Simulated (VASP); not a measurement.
# Bi (P6_3/mmc) in VASP: notebook

Bi is run at these levels: RPBE; tasks: single point.

Everything below comes from runs of VASP 6.6.1. Logs are shortened: lines on timing, memory, paths and dates and some standing lists are left out, and cuts for length are marked.

**1. The cell of the first run**

It takes space group P6_3/mmc (No. 194, hexagonal). Conventional cell: a = 3.693 Å, b = 3.693 Å, c = 12.369 Å, α = 90.00°, β = 90.00°, γ = 120.00°. Bi (site symmetry -3m) has 12 Bi at 3.69 to 3.76 Å within 4.9 Å. Bi (site symmetry -6m2) has 12 Bi at 3.69 to 3.76 Å within 4.9 Å.

This isn't the form of Bi at room conditions, which is rhombohedral.

**2. Single point, RPBE (36.52 Å³/atom)**

INCAR

```
SYSTEM = Bi
PREC = Accurate
ENCUT = 520
EDIFF = 1E-7
ISMEAR = -1
SIGMA = 0.1
LREAL = .False.
LASPH = .True.
NELM = 60
ALGO = Normal
ISIF = 2
LWAVE = .False.
LCHARG = .False.
GGA = RP
NBANDS = 38
```

KPOINTS

```
regular mesh
0
Gamma
  12 12 3
  0 0 0
```

POSCAR

```
Bi
1.0
    3.6926176590      0.0000000000      0.0000000000
   -1.8463088295      3.1979006991      0.0000000000
    0.0000000000      0.0000000000     12.3694121312
Bi
4
Direct
    0.0000000000      1.0000000000      0.0000000000
    0.0000000000      1.0000000000      0.5000000000
    0.3333333333      0.6666666667      0.2500000000
    0.6666666667      0.3333333333      0.7500000000
```

Potentials or basis: VASP PAW PBE potentials, release 64 (Bi_d).

Run with:

```bash
cat potpaw_PBE.64/Bi_d/POTCAR > POTCAR
mpirun -np 1 vasp_std > vasp.out
```

OUTCAR:

```text
SYSTEM = Bi
   PREC = Accurate
   ENCUT = 520
   EDIFF = 1E-7
   ISMEAR = -1
   LREAL = .False.
   LASPH = .True.
   NELM = 60
   ISIF = 2
   GGA = RP

 ion  position               nearest neighbor table
   1  0.000  0.000  0.000-   3 3.76   4 3.76   3 3.76   4 3.76   4 3.76   3 3.76
   2  0.000  0.000  0.500-   3 3.76   4 3.76   3 3.76   4 3.76   4 3.76   3 3.76
   3  0.333  0.667  0.250-   1 3.76   2 3.76   1 3.76   2 3.76   1 3.76   2 3.76
   4  0.667  0.333  0.750-   1 3.76   2 3.76   1 3.76   2 3.76   1 3.76   2 3.76

  LATTYP: Found a hexagonal cell.
 ALAT       =     3.6926176590
 C/A-ratio  =     3.3497679082

  Lattice vectors:

 A1 = (   3.6926176590,   0.0000000000,   0.0000000000)
 A2 = (  -1.8463088295,   3.1979006991,   0.0000000000)
 A3 = (   0.0000000000,   0.0000000000,  12.3694121312)

Analysis of symmetry for initial positions (statically):
=====================================================================
 Subroutine PRICEL returns:
 Original cell was already a primitive cell.

 Routine SETGRP: Setting up the symmetry group for a
 hexagonal supercell.

 Subroutine GETGRP returns: Found 24 space group operations
 (whereof 12 operations were pure point group operations)
 out of a pool of 24 trial point group operations.

The static configuration has the point symmetry D_3d.
 The point group associated with its full space group is D_6h.

Analysis of symmetry for dynamics (positions and initial velocities):
=====================================================================
 Subroutine PRICEL returns:
 Original cell was already a primitive cell.

 Routine SETGRP: Setting up the symmetry group for a
 hexagonal supercell.

 Subroutine GETGRP returns: Found 24 space group operations
 (whereof 12 operations were pure point group operations)
 out of a pool of 24 trial point group operations.

The dynamic configuration has the point symmetry D_3d.
 The point group associated with its full space group is D_6h.

 Subroutine INISYM returns: Found 24 space group operations
 (whereof 12 operations are pure point group operations),
 and found     1 'primitive' translations

----------------------------------------------------------------------------------------

                                     Primitive cell

  volume of cell :     146.0657

  direct lattice vectors                    reciprocal lattice vectors
     3.692617659  0.000000000  0.000000000     0.270810599  0.156352572  0.000000000
    -1.846308830  3.197900699  0.000000000     0.000000000  0.312705144  0.000000000
     0.000000000  0.000000000 12.369412131     0.000000000  0.000000000  0.080844586

  length of vectors
     3.692617659  3.692617659 12.369412131     0.312705144  0.312705144  0.080844586

  position of ions in fractional coordinates (direct lattice)
     0.000000000  0.000000000  0.000000000
     0.000000000  0.000000000  0.500000000
     0.333333333  0.666666667  0.250000000
     0.666666667  0.333333333  0.750000000

  ion indices of the primitive-cell ions
   primitive index   ion index
                 1           1
                 2           2
                 3           3
                 4           4

----------------------------------------------------------------------------------------

 KPOINTS: regular mesh

Automatic generation of k-mesh.
 Grid dimensions read from file:
 generate k-points for:   12   12    3

 Generating k-lattice:

  Cartesian coordinates                     Fractional coordinates (reciprocal lattice)
     0.022567550  0.013029381  0.000000000     0.083333333 -0.000000000  0.000000000
     0.000000000  0.026058762  0.000000000     0.000000000  0.083333333  0.000000000
     0.000000000  0.000000000  0.026948195     0.000000000  0.000000000  0.333333333

  Length of vectors
     0.026058762  0.026058762  0.026948195

  Shift w.r.t. Gamma in fractional coordinates (k-lattice)
     0.000000000  0.000000000  0.000000000

 Subroutine IBZKPT returns following result:
 ===========================================

 Found     38 irreducible k-points:

 Following reciprocal coordinates:
            Coordinates               Weight
  0.000000  0.000000  0.000000      1.000000
  0.083333  0.000000  0.000000      6.000000
  0.166667  0.000000  0.000000      6.000000
  0.250000  0.000000  0.000000      6.000000
  0.333333  0.000000  0.000000      6.000000
  0.416667  0.000000  0.000000      6.000000
[... 16 lines left out ...]
  0.250000  0.000000  0.333333     12.000000
  0.333333  0.000000  0.333333     12.000000
 [... further k-points ...]
   k-points           NKPTS =     38   k-points in BZ     NKDIM =     38   number of bands    NBANDS=     38
   number of dos      NEDOS =    301   number of ions     NIONS =      4
   total plane-waves  NPLWV =  75264
   dimension x,y,z NGX =    28 NGY =   28 NGZ =   96
   dimension x,y,z NGXF=    56 NGYF=   56 NGZF=  192
   ions per type =               4
   NGX,Y,Z   is equivalent  to a cutoff of  12.61, 12.61, 12.90 a.u.
   NGXF,Y,Z  is equivalent  to a cutoff of  25.21, 25.21, 25.80 a.u.
 SYSTEM =  Bi
   PREC   = accura    normal or accurate (medium, high low for compatibility)
   ISTART =      0    job   : 0-new  1-cont  2-samecut
   ICHARG =      2    charge: 1-file 2-atom 10-const
   ISPIN  =      1    spin polarized calculation?
   LNONCOLLINEAR =      F non collinear calculations
   LSORBIT =      F    spin-orbit coupling
   LASPH  =      T    aspherical Exc in radial PAW
   ENCUT  =  520.0 eV  38.22 Ry    6.18 a.u.   6.87  6.87 23.00*2*pi/ulx,y,z
   NELM   =     60;   NELMIN=  2; NELMDL= -5     # of ELM steps
   EDIFF  = 0.1E-06   stopping-criterion for ELM
   LREAL  =      F    real-space projection
   EDIFFG = 0.1E-05   stopping-criterion for IOM
   NSW    =      0    number of steps for IOM
   IBRION =     -1    ionic relax: 0-MD 1-quasi-New 2-CG
   NFREE  =      0    steps in history (QN), initial steepest desc. (CG)
   ISIF   =      2    stress and relaxation
   ISYM   =      2    0-nonsym 1-usesym 2-fastsym
   POTIM  = 0.5000    time-step for ionic-motion
   TEBEG  =    0.0;   TEEND  =   0.0 temperature during run
   PSTRESS=    0.0 pullay stress
   NELECT =      60.0000    total number of electrons
   NUPDOWN=      -1.0000    fix difference up-down
   EMIN   =  10.00;   EMAX   =-10.00  energy-range for DOS
   EFERMI =   0.00;   METHOD = LEGACY
   ISMEAR =    -1;   SIGMA  =   0.10  broadening in eV -4-tet -1-fermi 0-gaus
   EFERMI_NEDOS =   21; number of points for ismear=-14 and -15
   IALGO  =     38    algorithm
   IMIX   =      4    mixing-type and parameters
     AMIX     =   0.40;   BMIX     =  1.00
     AMIX_MAG =   1.60;   BMIX_MAG =  1.00
  volume/ion in A,a.u.               =      36.52       246.43
  Fermi-wavevector in a.u.,A,eV,Ry     =   1.216959  2.299718 20.150067  1.480988
  Thomas-Fermi vector in A             =   2.352295
   LORBIT       =      0    0 simple, 1 ext, 2 COOP (PROOUT), +10 PAW based schemes
   GGA     = RP    functional components
   LHFCALC =     F    Hartree Fock is set to
   AEXX    =    0.0000 exact exchange contribution
   IVDW    =     0    specifies the selected vdW correction
   LEPSILON=     F    determine dielectric tensor
   LRPA    =     F    only Hartree local field effects (RPA)
 non-spin polarized calculation
  energy-cutoff  :      520.00
  volume of cell :      146.07
 maximum number of plane-waves:      3963
 NGX is ok and might be reduce to    28
   NGX = 13   NGY = 13   NGZ = 45

 number of electron      59.9999991 magnetization

 Free energy of the ion-electron system (eV)
  ---------------------------------------------------
  ext. energy  EPLUGINS =         0.00000000
  ---------------------------------------------------
  free energy    TOTEN  =       -13.18894168 eV

  energy without entropy =      -13.09043318  energy(sigma->0) =      -13.13968743

 E-fermi :   6.2676     XC(G=0):  -9.4664

 val. band max:        6.2498193433   @ k =   0.2500   0.1667   0.0000
 cond. band min:       6.2746541954   @ k =   0.2500   0.0000   0.3333
 fundamental gap:      0.0248348521
 Fermi energy:         6.2675549519

 k-point     1 :       0.0000    0.0000    0.0000
  band No.  band energies     occupation
      1     -16.8405      2.00000
      2     -16.8405      2.00000
      3     -16.8398      2.00000
      4     -16.8370      2.00000
      5     -16.8370      2.00000
      6     -16.8362      2.00000
[... 30 lines left out ...]
     37      12.8093      0.00000
     38      13.3137      0.00000

 k-point     2 :       0.0833    0.0000    0.0000
  band No.  band energies     occupation
      1     -16.8412      2.00000
      2     -16.8408      2.00000
      3     -16.8380      2.00000
      4     -16.8357      2.00000
      5     -16.8357      2.00000
      6     -16.8317      2.00000
[... 30 lines left out ...]
     37      13.4191      0.00000
     38      13.8652      0.00000

 k-point     3 :       0.1667    0.0000    0.0000
  band No.  band energies     occupation
      1     -16.8486      2.00000
      2     -16.8444      2.00000
      3     -16.8408      2.00000
      4     -16.8318      2.00000
      5     -16.8297      2.00000
      6     -16.8241      2.00000
[... 30 lines left out ...]
     37      12.7352      0.00000
     38      13.3051      0.00000

 k-point     4 :       0.2500    0.0000    0.0000
  band No.  band energies     occupation
      1     -16.8581      2.00000
      2     -16.8498      2.00000
      3     -16.8457      2.00000
      4     -16.8340      2.00000
      5     -16.8274      2.00000
      6     -16.8253      2.00000
[... 30 lines left out ...]
     37      11.9512      0.00000
     38      12.4852      0.00000
[... 703 lines left out ...]
      4     -16.8335      2.00000
      5     -16.8281      2.00000
      6     -16.8243      2.00000
[... 30 lines left out ...]
     37      12.7802      0.00000
     38      12.9227      0.00000

 k-point    23 :       0.2500    0.0000    0.3333
  band No.  band energies     occupation
      1     -16.8571      2.00000
      2     -16.8538      2.00000
      3     -16.8411      2.00000
      4     -16.8360      2.00000
      5     -16.8264      2.00000
      6     -16.8210      2.00000
[... 30 lines left out ...]
     37      12.0178      0.00000
     38      12.1010      0.00000

 k-point    24 :       0.3333    0.0000    0.3333
  band No.  band energies     occupation
      1     -16.8653      2.00000
      2     -16.8606      2.00000
      3     -16.8448      2.00000
      4     -16.8393      2.00000
      5     -16.8330      2.00000
      6     -16.8268      2.00000
[... 30 lines left out ...]
     37      11.4741      0.00000
     38      11.5246      0.00000

 [... further k-points ...]
[... 5 lines left out ...]
  --------------------------------------------------------------------------------------
  -------------------------------------------------------------------------------------
  Total       -4.0074429     -4.0074429     -3.5589890      0.0000000      0.0000000      0.0000000
  in kB      -43.9571521    -43.9571521    -39.0381163      0.0000000      0.0000000      0.0000000
  external PRESSURE =     -42.3174735 kB  Pullay stress =       0.0000000 kB

 VOLUME and BASIS-vectors are now :
 -----------------------------------------------------------------------------
  energy-cutoff  :      520.00
  volume of cell :      146.07
      direct lattice vectors                 reciprocal lattice vectors
     3.692617659  0.000000000  0.000000000     0.270810599  0.156352572  0.000000000
    -1.846308830  3.197900699  0.000000000     0.000000000  0.312705144  0.000000000
     0.000000000  0.000000000 12.369412131     0.000000000  0.000000000  0.080844586

 POSITION                                       TOTAL-FORCE (eV/Angst)
 -----------------------------------------------------------------------------------
      0.00000      0.00000      0.00000         0.000000      0.000000      0.000000
      0.00000      0.00000      6.18471         0.000000      0.000000      0.000000
     -0.00000      2.13193      3.09235        -0.000000      0.000000     -0.000000
      1.84631      1.06597      9.27706         0.000000     -0.000000      0.000000
 -----------------------------------------------------------------------------------
    total drift:                                0.000000     -0.000000      0.000000

  FREE ENERGIE OF THE ION-ELECTRON SYSTEM (eV)
  ---------------------------------------------------
  free  energy   TOTEN  =       -13.1889416824 eV

  energy  without entropy=      -13.0904331833  energy(sigma->0) =      -13.13968743
```

Run time: 2.2 min. Hardware: 1 thread of Intel Xeon Platinum 8488C (Sapphire Rapids), shared host; peak memory 0.33 GiB.

Results:

```
Free energy            : -13.1889 eV
Pressure               : -4.2 GPa
Band gap on the k mesh : zero (bands 30 and 31 overlap by 5.07 eV)
```

Stress tensor (GPa, compression positive):
```
-4.40  0.00  0.00
 0.00 -4.40  0.00
 0.00  0.00 -3.90
```

Levels at points of the mesh, in eV from the Fermi level:
| k point | band 26 | band 27 | band 28 | band 29 | band 30 | band 31 | band 32 | band 33 | band 34 | band 35 |
| --- | --- | --- | --- | --- | --- | --- | --- | --- | --- | --- |
| (0.00, 0.00, 0.00) | -1.26 | -1.25 | 2.93 | 2.93 | 3.45 | 3.45 | 3.46 | 3.46 | 3.71 | 4.07 |
| (0.50, 0.00, 0.00) | -4.07 | -3.34 | -2.99 | -1.17 | -0.59 | 0.49 | 1.15 | 1.39 | 1.40 | 1.99 |

Caveat: the cell stands under tension; the PAW data sets were made with another functional, which shifts forces and pressure a little; spin-orbit coupling is left out, which moves the levels of the heavy elements.

(Part 1 of 2 ends here.)

The gap in the log of VASP goes by the Fermi energy; the results here count the filled bands.